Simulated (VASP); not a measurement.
# Te (C2/m) in VASP: single point with PBEsol

Aim: the single point of Te with PBEsol.

Everything below comes from runs of VASP 6.6.1. Logs are shortened: lines on timing, memory, paths and dates and some standing lists are left out, and cuts for length are marked.

## Step 1: The cell of the first run

It takes space group C2/m (No. 12, monoclinic). Conventional cell: a = 7.641 Å, b = 4.296 Å, c = 5.977 Å, α = 90.00°, β = 90.90°, γ = 90.00°. Within 4.0 Å of Te (site symmetry m) lie 6 Te at 3.03 to 3.47 Å. Te (site symmetry 2/m) has 6 Te at 3.09 to 3.31 Å within 4.1 Å.

## Step 2: Single point, PBEsol

INCAR reads:

```
ALGO = Normal
EDIFF = 1E-7
ENCUT = 520
GGA = PS
ISIF = 2
ISMEAR = 0
LASPH = True
LCHARG = True
LELF = True
LREAL = False
LVHAR = True
LWAVE = False
NBANDS = 16
NELM = 100
PREC = Accurate
SIGMA = 0.1
```

KPOINTS reads:

```
k-points
0
Gamma
  6 6 4
```

POSCAR reads:

```
Te
1.0
    3.8202894300     -2.1482026000      0.0000000000
    3.8202894300      2.1482026000      0.0000000000
   -0.0942908700      0.0000000000      5.9760906500
Te
3
Direct
    0.6905533900      0.6905533900      0.6611905100
    0.3094466100      0.3094466100      0.3388094900
    0.0000000000      0.0000000000      0.0000000000
```

Potentials or basis: VASP PAW PBE potentials, release 64 (Te).

Started as:

```console
cat potpaw_PBE.64/Te/POTCAR > POTCAR
mpirun -np 1 vasp_std > vasp.out
```

OUTCAR:

```text
EDIFF = 1E-7
   ENCUT = 520
   GGA = PS
   ISIF = 2
   ISMEAR = 0
   LASPH = True
   LREAL = False
   NELM = 100
   PREC = Accurate

 ion  position               nearest neighbor table
   1  0.691  0.691  0.661-   2 3.03   2 3.03   3 3.09   3 3.31   3 3.31   2 3.47
   2  0.309  0.309  0.339-   1 3.03   1 3.03   3 3.09   3 3.31   3 3.31   1 3.47
   3  0.000  0.000  0.000-   1 3.09   2 3.09   1 3.31   1 3.31   2 3.31   2 3.31

  LATTYP: Found a base centered monoclinic cell.
 ALAT       =     7.6405788600
 B/A-ratio  =     0.5623140967
 C/A-ratio  =     0.7822489074
 COS(beta)  =    -0.0157760551

  Lattice vectors:

 A1 = (   3.8202894300,  -2.1482026000,   0.0000000000)
 A2 = (   3.8202894300,   2.1482026000,   0.0000000000)
 A3 = (  -0.0942908700,   0.0000000000,   5.9760906500)

Analysis of symmetry for initial positions (statically):
=====================================================================
 Subroutine PRICEL returns:
 Original cell was already a primitive cell.

 Routine SETGRP: Setting up the symmetry group for a
 base centered monoclinic supercell.

 Subroutine GETGRP returns: Found  4 space group operations
 (whereof  4 operations were pure point group operations)
 out of a pool of  4 trial point group operations.

The static configuration has the point symmetry C_2h.

Analysis of symmetry for dynamics (positions and initial velocities):
=====================================================================
 Subroutine PRICEL returns:
 Original cell was already a primitive cell.

 Routine SETGRP: Setting up the symmetry group for a
 base centered monoclinic supercell.

 Subroutine GETGRP returns: Found  4 space group operations
 (whereof  4 operations were pure point group operations)
 out of a pool of  4 trial point group operations.

The dynamic configuration has the point symmetry C_2h.

 Subroutine INISYM returns: Found  4 space group operations
 (whereof  4 operations are pure point group operations),
 and found     1 'primitive' translations

----------------------------------------------------------------------------------------

                                     Primitive cell

  volume of cell :      98.0886

  direct lattice vectors                    reciprocal lattice vectors
     3.820289430 -2.148202600  0.000000000     0.130880136 -0.232752721  0.002065029
     3.820289430  2.148202600  0.000000000     0.130880136  0.232752721  0.002065029
    -0.094290870  0.000000000  5.976090650     0.000000000  0.000000000  0.167333472

  length of vectors
     4.382851325  4.382851325  5.976834465     0.267035023  0.267035023  0.167333472

  position of ions in fractional coordinates (direct lattice)
     0.690553390  0.690553390  0.661190510
     0.309446610  0.309446610  0.338809490
     0.000000000  0.000000000  0.000000000

  ion indices of the primitive-cell ions
   primitive index   ion index
                 1           1
                 2           2
                 3           3

----------------------------------------------------------------------------------------

 KPOINTS: k-points

Automatic generation of k-mesh.
 Grid dimensions read from file:
 generate k-points for:    6    6    4

 Generating k-lattice:

  Cartesian coordinates                     Fractional coordinates (reciprocal lattice)
     0.021813356 -0.038792120  0.000344172     0.166666667  0.000000000  0.000000000
     0.021813356  0.038792120  0.000344172     0.000000000  0.166666667  0.000000000
     0.000000000  0.000000000  0.041833368     0.000000000  0.000000000  0.250000000

  Length of vectors
     0.044505837  0.044505837  0.041833368

  Shift w.r.t. Gamma in fractional coordinates (k-lattice)
     0.000000000  0.000000000  0.000000000

 Subroutine IBZKPT returns following result:
 ===========================================

 Found     47 irreducible k-points:

 Following reciprocal coordinates:
            Coordinates               Weight
  0.000000  0.000000  0.000000      1.000000
  0.166667  0.000000  0.000000      4.000000
  0.333333  0.000000  0.000000      4.000000
  0.500000  0.000000  0.000000      2.000000
  0.166667  0.166667  0.000000      2.000000
  0.333333  0.166667 -0.000000      4.000000
[... 16 lines left out ...]
 -0.333333  0.166667  0.250000      4.000000
 -0.166667  0.166667  0.250000      4.000000
 [... further k-points ...]
   k-points           NKPTS =     47   k-points in BZ     NKDIM =     47   number of bands    NBANDS=     16
   number of dos      NEDOS =    301   number of ions     NIONS =      3
   total plane-waves  NPLWV =  62208
   dimension x,y,z NGX =    36 NGY =   36 NGZ =   48
   dimension x,y,z NGXF=    72 NGYF=   72 NGZF=   96
   ions per type =               3
   NGX,Y,Z   is equivalent  to a cutoff of  13.66, 13.66, 13.35 a.u.
   NGXF,Y,Z  is equivalent  to a cutoff of  27.31, 27.31, 26.70 a.u.
 SYSTEM =  unknown system
   PREC   = accura    normal or accurate (medium, high low for compatibility)
   ISTART =      0    job   : 0-new  1-cont  2-samecut
   ICHARG =      2    charge: 1-file 2-atom 10-const
   ISPIN  =      1    spin polarized calculation?
   LNONCOLLINEAR =      F non collinear calculations
   LSORBIT =      F    spin-orbit coupling
   LASPH  =      T    aspherical Exc in radial PAW
   ENCUT  =  520.0 eV  38.22 Ry    6.18 a.u.   8.15  8.15 11.11*2*pi/ulx,y,z
   NELM   =    100;   NELMIN=  2; NELMDL= -5     # of ELM steps
   EDIFF  = 0.1E-06   stopping-criterion for ELM
   LREAL  =      F    real-space projection
   EDIFFG = 0.1E-05   stopping-criterion for IOM
   NSW    =      0    number of steps for IOM
   IBRION =     -1    ionic relax: 0-MD 1-quasi-New 2-CG
   NFREE  =      0    steps in history (QN), initial steepest desc. (CG)
   ISIF   =      2    stress and relaxation
   ISYM   =      2    0-nonsym 1-usesym 2-fastsym
   POTIM  = 0.5000    time-step for ionic-motion
   TEBEG  =    0.0;   TEEND  =   0.0 temperature during run
   PSTRESS=    0.0 pullay stress
   NELECT =      18.0000    total number of electrons
   NUPDOWN=      -1.0000    fix difference up-down
   EMIN   =  10.00;   EMAX   =-10.00  energy-range for DOS
   EFERMI =   0.00;   METHOD = LEGACY
   ISMEAR =     0;   SIGMA  =   0.10  broadening in eV -4-tet -1-fermi 0-gaus
   EFERMI_NEDOS =   21; number of points for ismear=-14 and -15
   IALGO  =     38    algorithm
   IMIX   =      4    mixing-type and parameters
     AMIX     =   0.40;   BMIX     =  1.00
     AMIX_MAG =   1.60;   BMIX_MAG =  1.00
  volume/ion in A,a.u.               =      32.70       220.64
  Fermi-wavevector in a.u.,A,eV,Ry     =   0.930307  1.758025 11.775440  0.865470
  Thomas-Fermi vector in A             =   2.056681
   LORBIT       =      0    0 simple, 1 ext, 2 COOP (PROOUT), +10 PAW based schemes
   GGA     = PS    functional components
   LHFCALC =     F    Hartree Fock is set to
   AEXX    =    0.0000 exact exchange contribution
   IVDW    =     0    specifies the selected vdW correction
   LEPSILON=     F    determine dielectric tensor
   LRPA    =     F    only Hartree local field effects (RPA)
 non-spin polarized calculation
 Gauss-broadening in eV      SIGMA  =   0.10
  energy-cutoff  :      520.00
  volume of cell :       98.09
 maximum number of plane-waves:      2654
 NGX is ok and might be reduce to    36
   NGX = 17   NGY = 17   NGZ = 23

 number of electron      18.0000000 magnetization

 Free energy of the ion-electron system (eV)
  ---------------------------------------------------
  ext. energy  EPLUGINS =         0.00000000
  ---------------------------------------------------
  free energy    TOTEN  =       -10.46114560 eV

  energy without entropy =      -10.45739848  energy(sigma->0) =      -10.45927204

 E-fermi :   6.3538     XC(G=0):  -9.4297

 val. band max:        6.3209641514   @ k =   0.5000   0.3333   0.2500
 cond. band min:       6.3740014801   @ k =   0.5000   0.5000   0.0000
 fundamental gap:      0.0530373287
 Fermi energy:         6.3537548863

 k-point     1 :       0.0000    0.0000    0.0000
  band No.  band energies     occupation
      1      -7.3829      2.00000
      2      -4.1870      2.00000
      3      -4.0456      2.00000
      4       3.5835      2.00000
      5       3.6157      2.00000
      6       4.0668      2.00000
[... 8 lines left out ...]
     15      12.3788      0.00000
     16      12.3945      0.00000

 k-point     2 :       0.1667    0.0000    0.0000
  band No.  band energies     occupation
      1      -7.1519      2.00000
      2      -4.1775      2.00000
      3      -4.0484      2.00000
      4       2.1260      2.00000
      5       2.8094      2.00000
      6       3.2338      2.00000
[... 8 lines left out ...]
     15      12.2663      0.00000
     16      12.9773      0.00000

 k-point     3 :       0.3333    0.0000    0.0000
  band No.  band energies     occupation
      1      -6.4920      2.00000
      2      -4.5915      2.00000
      3      -3.9102      2.00000
      4       1.3418      2.00000
      5       1.9310      2.00000
      6       2.5403      2.00000
[... 8 lines left out ...]
     15      13.3305      0.00000
     16      14.4051      0.00000

 k-point     4 :       0.5000    0.0000    0.0000
  band No.  band energies     occupation
      1      -5.6349      2.00000
      2      -5.4092      2.00000
      3      -3.8177      2.00000
      4       1.4994      2.00000
      5       1.8157      2.00000
      6       2.1750      2.00000
[... 8 lines left out ...]
     15      14.7065      0.00000
     16      15.2587      0.00000
[... 324 lines left out ...]
 k-point    22 :       0.5000    0.1667    0.2500
  band No.  band energies     occupation
      1      -5.7390      2.00000
      2      -5.2208      2.00000
      3      -3.9440      2.00000
      4       0.7471      2.00000
      5       1.7395      2.00000
      6       2.7280      2.00000
[... 8 lines left out ...]
     15      13.6071      0.00000
     16      14.5758      0.00000

 k-point    23 :      -0.3333    0.1667    0.2500
  band No.  band energies     occupation
      1      -5.7940      2.00000
      2      -4.8826      2.00000
      3      -4.2942      2.00000
      4       1.3219      2.00000
      5       1.4206      2.00000
      6       2.6711      2.00000
[... 8 lines left out ...]
     15      13.1469      0.00000
     16      14.1887      0.00000

 k-point    24 :      -0.1667    0.1667    0.2500
  band No.  band energies     occupation
      1      -6.4988      2.00000
      2      -5.1106      2.00000
      3      -3.4699      2.00000
      4       1.5621      2.00000
      5       2.2192      2.00000
      6       3.0594      2.00000
[... 8 lines left out ...]
     15      12.4916      0.00000
     16      13.7760      0.00000

 [... further k-points ...]
[... 5 lines left out ...]
  --------------------------------------------------------------------------------------
  -------------------------------------------------------------------------------------
  Total       -1.1828465     -0.9073449     -1.3274519      0.0000000      0.0000000     -0.1100514
  in kB      -19.3205867    -14.8205499    -21.6825678      0.0000000      0.0000000     -1.7975775
  external PRESSURE =     -18.6079015 kB  Pullay stress =       0.0000000 kB

 VOLUME and BASIS-vectors are now :
 -----------------------------------------------------------------------------
  energy-cutoff  :      520.00
  volume of cell :       98.09
      direct lattice vectors                 reciprocal lattice vectors
     3.820289430 -2.148202600  0.000000000     0.130880136 -0.232752721  0.002065029
     3.820289430  2.148202600  0.000000000     0.130880136  0.232752721  0.002065029
    -0.094290870  0.000000000  5.976090650     0.000000000  0.000000000  0.167333472

 POSITION                                       TOTAL-FORCE (eV/Angst)
 -----------------------------------------------------------------------------------
      5.21388      0.00000      3.95133        -0.039617      0.000000      0.012883
      2.33240      0.00000      2.02476         0.039617      0.000000     -0.012883
      0.00000      0.00000      0.00000         0.000000      0.000000      0.000000
 -----------------------------------------------------------------------------------
    total drift:                               -0.000000     -0.000000     -0.000000

  FREE ENERGIE OF THE ION-ELECTRON SYSTEM (eV)
  ---------------------------------------------------
  free  energy   TOTEN  =       -10.4611455984 eV

  energy  without entropy=      -10.4573984847  energy(sigma->0) =      -10.45927204
```

Run time: 64 s. Hardware: 1 thread of Intel Xeon Platinum 8259CL at 2.50GHz (Skylake/Cascade Lake), shared host; peak memory 0.25 GiB.

Results:

| Property | Result |
| --- | --- |
| Free energy | -10.4611 eV |
| Pressure | -1.9 GPa |
| Largest force | 0.042 eV/Å |
| Band gap on the k mesh | zero (band 9 reaches 6.49 eV, above the bottom of band 10 at 6.13 eV) |

Forces on the atoms (eV/Å):
```
Te  -0.040  0.000  0.013
Te   0.040  0.000 -0.013
Te   0.000  0.000  0.000
```

Caveat: the PAW data sets were made with another functional, which shifts forces and pressure a little; spin-orbit coupling is left out, which moves the levels of the heavy elements.
